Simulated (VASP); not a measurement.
Write the native input for VASP 6.6.1 that does the following.

- Task: single point
- Functional: r2SCAN
- Potentials or basis: VASP PAW PBE potentials, release 64 (Hf_pv, O)
- Cutoff: 520 eV
- k mesh: 6 × 6 × 3
- Occupations: gaussian, width 0.05 eV
- Spin: no spin polarisation
- Dipole correction: no
- Further INCAR settings: ALGO = Normal; EDIFF = 1e-06; NBANDS = 56

The system is HfO2.

```
Hf O
1.0
    -2.55750   -2.55750    0.00000
     2.55750   -2.55750    0.00000
    -1.70483    0.00000   10.23000
Hf O
4 8
Cartesian
  0.0000 0.0000 9.5906
  0.0000 -2.5575 1.9181
  0.0000 0.0000 4.4756
  0.0000 -2.5575 7.0331
  -1.2787 -1.2788 0.6394
  1.2787 -1.2787 3.1969
  -1.2788 -1.2788 5.7544
  1.2788 -1.2788 8.3119
  -1.2788 -1.2788 3.1969
  1.2788 -1.2788 5.7544
  -1.2788 -1.2788 8.3119
  1.2788 -1.2788 0.6394
```

These files were run (other wordings do the same):

POSCAR

```
HfO2
1.0
   -2.5575000000     -2.5575000000      0.0000000000
    2.5575000000     -2.5575000000      0.0000000000
   -1.7048295000      0.0000000000     10.2300000000
Hf O
4 8
Direct
   -0.3124687500      0.3124687500      0.9375000000
    0.4375062500      0.5624937500      0.1875000000
   -0.1458187500      0.1458187500      0.4375000000
    0.2708562500      0.7291437500      0.6875000000
    0.4791687500      0.0208312500      0.0625000000
   -0.1041562500      0.6041562500      0.3125000000
    0.3125187500      0.1874812500      0.5625000000
   -0.2708062500      0.7708062500      0.8125000000
    0.3958437500      0.1041562500      0.3125000000
   -0.1874812500      0.6874812500      0.5625000000
    0.2291937500      0.2708062500      0.8125000000
   -0.0208312500      0.5208312500      0.0625000000
```

INCAR.step1

```
  ALGO = Normal
  EDIFF = 1E-4
  ENCUT = 520
  GGA = PE
  ISMEAR = 0
  LASPH = True
  LCHARG = False
  LREAL = False
  LWAVE = True
  NBANDS = 56
  NELM = 100
  PREC = Accurate
  SIGMA = 0.05
```

INCAR.step2

```
  ALGO = Normal
  EDIFF = 1E-6
  ENCUT = 520
  ISIF = 2
  ISMEAR = 0
  ISTART = 1
  LASPH = True
  LCHARG = False
  LMIXTAU = True
  LREAL = False
  LWAVE = False
  METAGGA = R2SCAN
  NBANDS = 56
  NELM = 100
  PREC = Accurate
  SIGMA = 0.05
```

KPOINTS

```
k-points
0
Gamma
  6 6 3
```

Potentials or basis: VASP PAW PBE potentials, release 64 (Hf_pv, O).

Run with:

```console
$ cat potpaw_PBE.64/Hf_pv/POTCAR potpaw_PBE.64/O/POTCAR > POTCAR
$ cp INCAR.step1 INCAR
$ mpirun -np 1 vasp_std > vasp.out
$ cp INCAR.step2 INCAR
$ mpirun -np 1 vasp_std > vasp.out
```

Results of the run:

The pressure is -2.0 GPa. The largest force is 10.321 eV/Å and the band gap on the k mesh is 1.91 eV (least direct gap 2.45 eV).

Caveat: the PAW data sets were made with another functional, which shifts forces and pressure a little; spin-orbit coupling is left out, which moves the levels of the heavy elements; an odd mesh through Γ misses points on the zone boundary, where band edges can lie.

Wall time 12 min on 1 thread of Intel(R) Xeon(R) 6975P-C (Granite Rapids), on a shared host, peak memory 0.37 GiB.
